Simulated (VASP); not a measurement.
Set up this calculation in VASP 6.6.1, as the native input.

| Quantity | Value |
| --- | --- |
| Task | single point |
| Functional | r2SCAN50 |
| Potentials or basis | VASP PAW PBE potentials, release 64 (In_d, As) |
| Cutoff | 520 eV |
| k mesh | 4 × 4 × 4 |
| Occupations | fermi-dirac, width 0.05 eV |
| Spin | no spin polarisation |
| Dipole correction | no |
| Grid for exact exchange (PRECFOCK) | Normal |
| Further INCAR settings | ALGO = Normal; EDIFF = 1e-06; NBANDS = 16 |
| Share of exact exchange | 0.5 |

Crystal: InAs.

```
CELL_PARAMETERS angstrom
0.00000 3.07719 3.07719
3.07719 0.00000 3.07719
3.07719 3.07719 0.00000
ATOMIC_POSITIONS crystal
In 0.00000 0.00000 0.00000
As 0.75000 0.75000 0.75000
```

The input as run:

POSCAR

```
InAs
1.0
    0.0000000000      3.0771914981      3.0771914981
    3.0771914981      0.0000000000      3.0771914981
    3.0771914981      3.0771914981      0.0000000000
In As
1 1
Direct
    0.0000000000      0.0000000000      0.0000000000
    0.7500000000      0.7500000000      0.7500000000
```

INCAR.step1

```
  ALGO = Normal
  EDIFF = 1E-5
  ENCUT = 520
  GGA = PE
  ISIF = 2
  ISMEAR = -1
  LASPH = True
  LCHARG = False
  LREAL = False
  LWAVE = True
  NBANDS = 16
  NELM = 80
  PREC = Accurate
  SIGMA = 0.05
```

INCAR.step2

```
  AEXX = 0.5
  ALGO = Normal
  EDIFF = 1E-6
  ENCUT = 520
  ISIF = 2
  ISMEAR = -1
  ISTART = 1
  LASPH = True
  LCHARG = False
  LHFCALC = True
  LMIXTAU = True
  LREAL = False
  LWAVE = False
  METAGGA = R2SCAN
  NBANDS = 16
  NELM = 80
  PREC = Accurate
  PRECFOCK = Normal
  SIGMA = 0.05
```

KPOINTS

```
k-points
0
Gamma
  4 4 4
```

Potentials or basis: VASP PAW PBE potentials, release 64 (In_d, As).

Run with:

```console
$ cat potpaw_PBE.64/In_d/POTCAR potpaw_PBE.64/As/POTCAR > POTCAR
$ cp INCAR.step1 INCAR
$ mpirun -np 1 vasp_std > vasp.out
$ cp INCAR.step2 INCAR
$ mpirun -np 1 vasp_std > vasp.out
```

Results of the run:

* Pressure: -4.2 GPa
* Band gap on the k mesh: 2.49 eV

Caveat: the k points lie up to 0.44 Å⁻¹ apart; the PAW data sets were made with another functional, which shifts forces and pressure a little; spin-orbit coupling is left out, which moves the levels of the heavy elements.

Run time: 21 min on 1 thread of AMD EPYC 7R43 64-Core Processor (Zen 3), on a shared host, peak memory 0.17 GiB.
